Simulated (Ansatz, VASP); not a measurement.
# KBr: VASP beside Ansatz

Contents of POSCAR:

```
KBr
1.0
    0.0000000000      3.3022478341      3.3022478341
    3.3022478341      0.0000000000      3.3022478341
    3.3022478341      3.3022478341      0.0000000000
K Br
1 1
Direct
    0.0000000000      0.0000000000      0.0000000000
    0.5000000000      0.5000000000      0.5000000000
```

The input INCAR.step1:

```
PREC = Accurate
ENCUT = 520
EDIFF = 1E-5
ISMEAR = 0
SIGMA = 0.01
LREAL = F
LASPH = T
NELM = 100
ALGO = Normal
ISIF = 2
LWAVE = T
LCHARG = F
GGA = PE
NBANDS = 15
```

INCAR.step2

```
PREC = Accurate
ENCUT = 520
EDIFF = 1E-6
ISMEAR = 0
SIGMA = 0.01
LREAL = F
LASPH = T
NELM = 100
ALGO = Normal
ISIF = 2
LWAVE = F
LCHARG = F
GGA = PE
LHFCALC = T
AEXX = 0.05
HFSCREEN = 0.5
PRECFOCK = Normal
ISTART = 1
NBANDS = 15
```

The input KPOINTS:

```
regular mesh
0
Gamma
  4 4 4
```

Input for Ansatz:

```yaml
crystal:
  lattice:
    - [0.0, 3.3022478341, 3.3022478341]
    - [3.3022478341, 0.0, 3.3022478341]
    - [3.3022478341, 3.3022478341, 0.0]
  atoms:
    - { symbol: K, position: [0.0, 0.0, 0.0] }
    - { symbol: Br, position: [0.5, 0.5, 0.5] }
kpoints:
  mp_grid: { grid: [4, 4, 4] }
hamiltonian:
  xc: { exchange: pbe, correlation: pbe, exx: { coeff: 0.05, omega: 0.5 } }
scf:
  occupations: { method: fixed }
  n_extra_bands: 4
output:
  forces: true
  stress: true
  eigenvalues: true
```

Alike in both runs: task single point; functional PBE-based screened hybrid; k mesh 4 × 4 × 4; no spin polarisation.

```csv
,VASP,Ansatz
version,VASP 6.6.1,Ansatz 0.2.0
potentials or method,"VASP PAW PBE potentials, release 64 (K_sv, Br)",plane waves
plane-wave cutoff (eV),520,420
occupations,"gaussian, width 0.01 eV",fixed
valence electrons in the cell,16,16
```

Ansatz gave:

```
gap on the k mesh at the Fermi level (eV) : 4.55
pressure (GPa)                            : 0.6
```

Q: What did VASP give for the same quantities?

A: gap on the k mesh at the Fermi level (eV): 4.55; pressure (GPa): 0.7.

VASP's potentials were made for PBE, not for PBE-based screened hybrid. Ansatz's warnings: stress exchange threshold loose, stress scf threshold loose.
